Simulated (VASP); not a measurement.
# CoH3 (R-3m) in VASP: single point with PBE

Aim: the single point of CoH3 with PBE.

Everything below comes from runs of VASP 6.6.1. Logs are shortened: lines on timing, memory, paths and dates and some standing lists are left out, and cuts for length are marked.

## (1) The cell of the first run

The structure is trigonal, space group R-3m (No. 166). Conventional cell: a = 2.648 Å, b = 2.648 Å, c = 10.063 Å, α = 90.00°, β = 90.00°, γ = 120.00°. Within 2.2 Å of Co (site symmetry -3m) lie 6 H at 1.68 Å. Within 2.4 Å of H (site symmetry -3m) lie 8 H at 1.81 to 2.38 Å and 6 Co at 2.27 Å. H (site symmetry 3m) has 3 Co at 1.68 Å and 6 H at 1.81 to 2.07 Å within 2.2 Å.

## (2) Single point, PBE, collinear spin, ferromagnetic start

INCAR

```
  ALGO = Normal
  EDIFF = 1E-6
  ENCUT = 520
  GGA = PE
  ISIF = 2
  ISMEAR = 0
  ISPIN = 2
  LASPH = True
  LCHARG = False
  LMAXMIX = 4
  LORBIT = 11
  LREAL = False
  LWAVE = False
  MAGMOM = 3 0 0 0
  NBANDS = 18
  NELM = 150
  PREC = Accurate
  SIGMA = 0.15
```

KPOINTS

```
k-points
0
Gamma
  5 5 5
```

POSCAR

```
CoH3
1.0
    1.3242404722      0.7645505931      3.3543184759
   -1.3242404722      0.7645505931      3.3543184759
    0.0000000000     -1.5291011862      3.3543184759
Co H
1 3
Direct
    0.5000000000      0.5000000000      0.5000000000
    0.0000000000      0.0000000000      0.0000000000
    0.7637179693      0.7637179693      0.7637179693
    0.2362820307      0.2362820307      0.2362820307
```

Potentials or basis: VASP PAW PBE potentials, release 64 (Co, H).

Command:

```sh
$ cat potpaw_PBE.64/Co/POTCAR potpaw_PBE.64/H/POTCAR > POTCAR
$ mpirun -np 1 vasp_std > vasp.out
```

OUTCAR:

```text
EDIFF = 1E-6
   ENCUT = 520
   GGA = PE
   ISIF = 2
   ISMEAR = 0
   ISPIN = 2
   LASPH = True
   LORBIT = 11
   LREAL = False
   NELM = 150
   PREC = Accurate

 ion  position               nearest neighbor table
   1  0.500  0.500  0.500-   3 1.68   3 1.68   4 1.68   4 1.68   3 1.68   4 1.68
   2  0.000  0.000  0.000-
   3  0.764  0.764  0.764-   1 1.68   1 1.68   1 1.68
   4  0.236  0.236  0.236-   1 1.68   1 1.68   1 1.68

  LATTYP: Found a trigonal (rhomboedric) cell.
 ALAT       =     3.6864078553
 COS(alpha) =     0.7419184586

  Lattice vectors:

 A1 = (   1.3242404722,   0.7645505931,   3.3543184759)
 A2 = (  -1.3242404722,   0.7645505931,   3.3543184759)
 A3 = (   0.0000000000,  -1.5291011862,   3.3543184759)

Analysis of symmetry for initial positions (statically):
=====================================================================
 Subroutine PRICEL returns:
 Original cell was already a primitive cell.

 Routine SETGRP: Setting up the symmetry group for a
 trigonal (rhombohedral) supercell.

 Subroutine GETGRP returns: Found 12 space group operations
 (whereof 12 operations were pure point group operations)
 out of a pool of 12 trial point group operations.

The static configuration has the point symmetry D_3d.

Analysis of symmetry for dynamics (positions and initial velocities):
=====================================================================
 Subroutine PRICEL returns:
 Original cell was already a primitive cell.

 Routine SETGRP: Setting up the symmetry group for a
 trigonal (rhombohedral) supercell.

 Subroutine GETGRP returns: Found 12 space group operations
 (whereof 12 operations were pure point group operations)
 out of a pool of 12 trial point group operations.

The dynamic configuration has the point symmetry D_3d.

Analysis of structural, dynamic, and magnetic symmetry:
=====================================================================
 Subroutine PRICEL returns:
 Original cell was already a primitive cell.

 Routine SETGRP: Setting up the symmetry group for a
 trigonal (rhombohedral) supercell.

 Subroutine GETGRP returns: Found 12 space group operations
 (whereof 12 operations were pure point group operations)
 out of a pool of 12 trial point group operations.

The overall configuration has the point symmetry D_3d.

 Subroutine INISYM returns: Found 12 space group operations
 (whereof 12 operations are pure point group operations),
 and found     1 'primitive' translations

----------------------------------------------------------------------------------------

                                     Primitive cell

  volume of cell :      20.3765

  direct lattice vectors                    reciprocal lattice vectors
     1.324240472  0.764550593  3.354318476     0.377574927  0.217992986  0.099374384
    -1.324240472  0.764550593  3.354318476    -0.377574927  0.217992986  0.099374384
     0.000000000 -1.529101186  3.354318476     0.000000000 -0.435985972  0.099374384

  length of vectors
     3.686407855  3.686407855  3.686407855     0.447167794  0.447167794  0.447167794

  position of ions in fractional coordinates (direct lattice)
     0.500000000  0.500000000  0.500000000
     0.000000000  0.000000000  0.000000000
     0.763717969  0.763717969  0.763717969
     0.236282031  0.236282031  0.236282031

  ion indices of the primitive-cell ions
   primitive index   ion index
                 1           1
                 2           2
                 3           3
                 4           4

----------------------------------------------------------------------------------------

 KPOINTS: k-points

Automatic generation of k-mesh.
 Grid dimensions read from file:
 generate k-points for:    5    5    5

 Generating k-lattice:

  Cartesian coordinates                     Fractional coordinates (reciprocal lattice)
     0.075514985  0.043598597  0.019874877     0.200000000 -0.000000000 -0.000000000
    -0.075514985  0.043598597  0.019874877    -0.000000000  0.200000000 -0.000000000
     0.000000000 -0.087197194  0.019874877    -0.000000000 -0.000000000  0.200000000

  Length of vectors
     0.089433559  0.089433559  0.089433559

  Shift w.r.t. Gamma in fractional coordinates (k-lattice)
     0.000000000  0.000000000  0.000000000

 Subroutine IBZKPT returns following result:
 ===========================================

 Found     19 irreducible k-points:

 Following reciprocal coordinates:
            Coordinates               Weight
  0.000000  0.000000  0.000000      1.000000
  0.200000  0.000000  0.000000      6.000000
  0.400000 -0.000000  0.000000      6.000000
  0.200000  0.200000  0.000000      6.000000
  0.400000  0.200000  0.000000     12.000000
 -0.400000  0.200000  0.000000     12.000000
[... 11 lines left out ...]
  0.400000  0.400000  0.400000      2.000000
 -0.400000  0.400000  0.400000      6.000000
   k-points           NKPTS =     19   k-points in BZ     NKDIM =     19   number of bands    NBANDS=     18
   number of dos      NEDOS =    301   number of ions     NIONS =      4
   total plane-waves  NPLWV =  21952
   dimension x,y,z NGX =    28 NGY =   28 NGZ =   28
   dimension x,y,z NGXF=    56 NGYF=   56 NGZF=   56
   ions per type =               1   3
   NGX,Y,Z   is equivalent  to a cutoff of  12.63, 12.63, 12.63 a.u.
   NGXF,Y,Z  is equivalent  to a cutoff of  25.25, 25.25, 25.25 a.u.
 SYSTEM =  unknown system
   PREC   = accura    normal or accurate (medium, high low for compatibility)
   ISTART =      0    job   : 0-new  1-cont  2-samecut
   ICHARG =      2    charge: 1-file 2-atom 10-const
   ISPIN  =      2    spin polarized calculation?
   LNONCOLLINEAR =      F non collinear calculations
   LSORBIT =      F    spin-orbit coupling
   LASPH  =      T    aspherical Exc in radial PAW
   ENCUT  =  520.0 eV  38.22 Ry    6.18 a.u.   6.85  6.85  6.85*2*pi/ulx,y,z
   NELM   =    150;   NELMIN=  2; NELMDL= -5     # of ELM steps
   EDIFF  = 0.1E-05   stopping-criterion for ELM
   LREAL  =      F    real-space projection
   EDIFFG = 0.1E-04   stopping-criterion for IOM
   NSW    =      0    number of steps for IOM
   IBRION =     -1    ionic relax: 0-MD 1-quasi-New 2-CG
   NFREE  =      0    steps in history (QN), initial steepest desc. (CG)
   ISIF   =      2    stress and relaxation
   ISYM   =      2    0-nonsym 1-usesym 2-fastsym
   POTIM  = 0.5000    time-step for ionic-motion
   TEBEG  =    0.0;   TEEND  =   0.0 temperature during run
   PSTRESS=    0.0 pullay stress
   NELECT =      12.0000    total number of electrons
   NUPDOWN=      -1.0000    fix difference up-down
   EMIN   =  10.00;   EMAX   =-10.00  energy-range for DOS
   EFERMI =   0.00;   METHOD = LEGACY
   ISMEAR =     0;   SIGMA  =   0.15  broadening in eV -4-tet -1-fermi 0-gaus
   EFERMI_NEDOS =   21; number of points for ismear=-14 and -15
   IALGO  =     38    algorithm
   IMIX   =      4    mixing-type and parameters
     AMIX     =   0.40;   BMIX     =  1.00
     AMIX_MAG =   1.60;   BMIX_MAG =  1.00
  volume/ion in A,a.u.               =       5.09        34.38
  Fermi-wavevector in a.u.,A,eV,Ry     =   1.372226  2.593131 25.619834  1.883005
  Thomas-Fermi vector in A             =   2.497852
   LORBIT       =     11    0 simple, 1 ext, 2 COOP (PROOUT), +10 PAW based schemes
   GGA     = PE    functional components
   LHFCALC =     F    Hartree Fock is set to
   AEXX    =    0.0000 exact exchange contribution
   IVDW    =     0    specifies the selected vdW correction
   LEPSILON=     F    determine dielectric tensor
   LRPA    =     F    only Hartree local field effects (RPA)
 spin polarized calculation
 Gauss-broadening in eV      SIGMA  =   0.15
  energy-cutoff  :      520.00
  volume of cell :       20.38
 maximum number of plane-waves:       557
   NGX = 13   NGY = 13   NGZ = 13

 number of electron      12.0000002 magnetization       0.0015107

 Free energy of the ion-electron system (eV)
  ---------------------------------------------------
  ext. energy  EPLUGINS =         0.00000000
  ---------------------------------------------------
  free energy    TOTEN  =       -15.35730710 eV

  energy without entropy =      -15.33848056  energy(sigma->0) =      -15.34789383

 E-fermi :   6.6591     XC(G=0): -11.9791

 val. band max:        6.6102352443   @ k =  -0.4000   0.2000   0.0000
 cond. band min:       6.7253237116   @ k =   0.4000   0.2000   0.2000
 fundamental gap:      0.1150884673
 Fermi energy:         6.6591199922

 spin component 1

 k-point     1 :       0.0000    0.0000    0.0000
  band No.  band energies     occupation
      1      -6.2719      1.00000
      2       2.8151      1.00000
      3       4.6491      1.00000
      4       4.6491      1.00000
      5       4.7117      1.00000
      6       5.9794      1.00000
[... 10 lines left out ...]
     17      30.4608      0.00000
     18      31.3914      0.00000

 k-point     2 :       0.2000    0.0000    0.0000
  band No.  band energies     occupation
      1      -5.1066      1.00000
      2       2.4142      1.00000
      3       3.3832      1.00000
      4       4.8718      1.00000
      5       5.1687      1.00000
      6       5.8398      1.00000
[... 10 lines left out ...]
     17      34.5747      0.00000
     18      36.5501      0.00000

 k-point     3 :       0.4000   -0.0000    0.0000
  band No.  band energies     occupation
      1      -2.1135      1.00000
      2       0.7085      1.00000
      3       3.7032      1.00000
      4       5.1316      1.00000
      5       5.5100      1.00000
      6       6.2589      0.99992
[... 307 lines left out ...]
 k-point    18 :       0.4000    0.4000    0.4000
  band No.  band energies     occupation
      1      -4.3057      1.00000
      2      -1.8973      1.00000
      3       4.6432      1.00000
      4       4.6432      1.00000
      5       5.6398      1.00000
      6       6.0186      1.00000
[... 10 lines left out ...]
     17      33.1597      0.00000
     18      33.1597      0.00000

 k-point    19 :      -0.4000    0.4000    0.4000
  band No.  band energies     occupation
      1      -2.7063      1.00000
      2      -1.8461      1.00000
      3       3.5707      1.00000
      4       5.1785      1.00000
      5       5.7610      1.00000
      6       5.8941      1.00000
[... 10 lines left out ...]
     17      33.3952      0.00000
     18      34.7656      0.00000
 Fermi energy:         6.6591199922

 spin component 2

 k-point     1 :       0.0000    0.0000    0.0000
  band No.  band energies     occupation
      1      -6.2719      1.00000
      2       2.8159      1.00000
      3       4.6505      1.00000
      4       4.6505      1.00000
      5       4.7115      1.00000
      6       5.9810      1.00000
[... 10 lines left out ...]
     17      30.4610      0.00000
     18      31.3914      0.00000

 k-point     2 :       0.2000    0.0000    0.0000
  band No.  band energies     occupation
      1      -5.1066      1.00000
      2       2.4145      1.00000
      3       3.3841      1.00000
      4       4.8734      1.00000
      5       5.1700      1.00000
      6       5.8414      1.00000
[... 10 lines left out ...]
     17      34.5748      0.00000
     18      36.5504      0.00000

 k-point     3 :       0.4000   -0.0000    0.0000
  band No.  band energies     occupation
      1      -2.1134      1.00000
      2       0.7087      1.00000
      3       3.7045      1.00000
      4       5.1327      1.00000
      5       5.5112      1.00000
      6       6.2607      0.99991
[... 307 lines left out ...]
 k-point    18 :       0.4000    0.4000    0.4000
  band No.  band energies     occupation
      1      -4.3057      1.00000
      2      -1.8973      1.00000
      3       4.6446      1.00000
      4       4.6446      1.00000
      5       5.6410      1.00000
      6       6.0201      1.00000
[... 10 lines left out ...]
     17      33.1600      0.00000
     18      33.1600      0.00000

 k-point    19 :      -0.4000    0.4000    0.4000
  band No.  band energies     occupation
      1      -2.7062      1.00000
      2      -1.8461      1.00000
      3       3.5718      1.00000
      4       5.1799      1.00000
      5       5.7622      1.00000
      6       5.8956      1.00000
[... 10 lines left out ...]
     17      33.3955      0.00000
     18      34.7660      0.00000

------------------------ aborting loop because EDIFF is reached ----------------------------------------

  FORCE on cell =-STRESS in cart. coord.  units (eV):
  Direction    XX          YY          ZZ          XY          YZ          ZX
  --------------------------------------------------------------------------------------
  -------------------------------------------------------------------------------------
  Total       -0.0354662     -0.0354662     -0.1023549      0.0000000      0.0000000      0.0000000
  in kB       -2.7886700     -2.7886700     -8.0480516      0.0000000      0.0000000      0.0000000
  external PRESSURE =      -4.5417972 kB  Pullay stress =       0.0000000 kB

 VOLUME and BASIS-vectors are now :
 -----------------------------------------------------------------------------
  energy-cutoff  :      520.00
  volume of cell :       20.38
      direct lattice vectors                 reciprocal lattice vectors
     1.324240472  0.764550593  3.354318476     0.377574927  0.217992986  0.099374384
    -1.324240472  0.764550593  3.354318476    -0.377574927  0.217992986  0.099374384
     0.000000000 -1.529101186  3.354318476     0.000000000 -0.435985972  0.099374384

 POSITION                                       TOTAL-FORCE (eV/Angst)
 -----------------------------------------------------------------------------------
      0.00000      0.00000      5.03148         0.000000     -0.000000     -0.000000
      0.00000      0.00000      0.00000        -0.000000     -0.000000     -0.000000
      0.00000      0.00000      7.68526        -0.000000     -0.000000     -0.010859
      0.00000      0.00000      2.37770        -0.000000      0.000000      0.010859
 -----------------------------------------------------------------------------------
    total drift:                                0.000000     -0.000000      0.000000

  FREE ENERGIE OF THE ION-ELECTRON SYSTEM (eV)
  ---------------------------------------------------
  free  energy   TOTEN  =       -15.3573070965 eV

  energy  without entropy=      -15.3384805563  energy(sigma->0) =      -15.34789383

 total charge

# of ion       s       p       d       tot
------------------------------------------
    1        0.392   0.531   7.555   8.478
    2        0.382   0.015   0.000   0.397
    3        0.531   0.032   0.000   0.563
    4        0.531   0.032   0.000   0.563
--------------------------------------------------
tot          1.836   0.609   7.555  10.000

 magnetization (x)

# of ion       s       p       d       tot
------------------------------------------
    1        0.000   0.000   0.001   0.001
    2        0.000  -0.000   0.000   0.000
    3       -0.000  -0.000   0.000  -0.000
    4       -0.000  -0.000   0.000  -0.000
--------------------------------------------------
tot          0.000   0.000   0.001   0.001
```

It took 24 s on 1 thread of Intel Xeon Platinum 8488C (Sapphire Rapids), shared host; peak memory 0.17 GiB.

Results:

| Quantity | Value |
| --- | --- |
| Free energy | -15.3573 eV |
| Pressure | -0.5 GPa |
| Largest force | 0.011 eV/Å |
| Band gap on the k mesh | zero (filled and empty bands overlap) |
| Net moment | 0.00 μB per cell |
| Valence electrons inside the program's atomic spheres | Co 8.48; H 0.40, 0.56 |

Forces in eV/Å, atoms in the order of the input:
```
Co   0.000  0.000  0.000
H    0.000  0.000  0.000
H    0.000  0.000 -0.011
H    0.000  0.000  0.011
```

Caveat: the k points lie up to 0.56 Å⁻¹ apart; the starting moments collapsed, and a magnetic state may lie lower.
